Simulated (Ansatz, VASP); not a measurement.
Ni in VASP and in Ansatz

INCAR

```
PREC = Accurate
ENCUT = 590
EDIFF = 1E-6
ISMEAR = -1
SIGMA = 0.05
LREAL = False
LASPH = True
NELM = 200
ALGO = Normal
ISIF = 2
LWAVE = False
LCHARG = False
ISPIN = 2
MAGMOM = 0.5 0.5
LORBIT = 11
NUPDOWN = 1.0
LMAXMIX = 4
GGA = PS
NBANDS = 29
GGA_COMPAT = False
```

Contents of KPOINTS:

```
regular mesh
0
Gamma
  10 10 6
```

File POSCAR:

```
Ni
1.0
    2.4480228978      0.0000000000      0.0000000000
   -1.2240114489      2.1200500186      0.0000000000
    0.0000000000      0.0000000000      4.0728075700
Ni
2
Direct
    0.6666666667      0.3333333333      0.7500000000
    0.3333333333      0.6666666667      0.2500000000
```

File input.yaml:

```yaml
crystal:
  lattice:
    - [2.4480228978, 0.0, 0.0]
    - [-1.2240114489, 2.1200500186, 0.0]
    - [0.0, 0.0, 4.07280757]
  atoms:
    - { symbol: Ni, position: [0.6666666667, 0.3333333333, 0.75], spin: 0.5 }
    - { symbol: Ni, position: [0.3333333333, 0.6666666667, 0.25], spin: 0.5 }
hamiltonian:
  xc: pbesol
  pseudopotentials: { kind: paw }
magnetization:
  spin_polarized: true
  initial_magnetization: 1.0
  spin_locking: { lock_magnetization: hard }
kpoints:
  mp_grid: { grid: [10, 10, 6] }
scf:
  occupations: { method: fermi_dirac, width: 0.05 }
  lower_state_search: "off"
output:
  forces: true
  stress: true
  eigenvalues: true
```

Alike in both runs: task single point; functional PBEsol; k mesh 10 × 10 × 6; occupations fermi-dirac, width 0.05 eV; collinear spin; fixed moment 1 μB.

```csv
,VASP,Ansatz
version,VASP 6.6.1,Ansatz 0.2.0
potentials or method,"VASP PAW PBE potentials, release 64 (Ni_sv_GW)",Ansatz PAW
plane-wave cutoff (eV),590,420
valence electrons in the cell,36,36
```

Ansatz gave:

* pressure (GPa): -3.7
* traceless stress, the component that is largest in VASP (GPa): -1.94
* net moment per atom (μB): 0.50
* size of the moment on the site where the two differ most (μB): 0.53

Question: What did VASP give for the same quantities?

Answer: Pressure (GPa): -7.8; traceless stress, the component that is largest in VASP (GPa): -1.95; net moment per atom (μB): 0.50; size of the moment on the site where the two differ most (μB): 0.53.

VASP's potentials were made for PBE, not for PBEsol. Site moments also hang on the region over which each program counts them. One of these differences is far larger than is usual between the two programs; its cause wasn't traced.
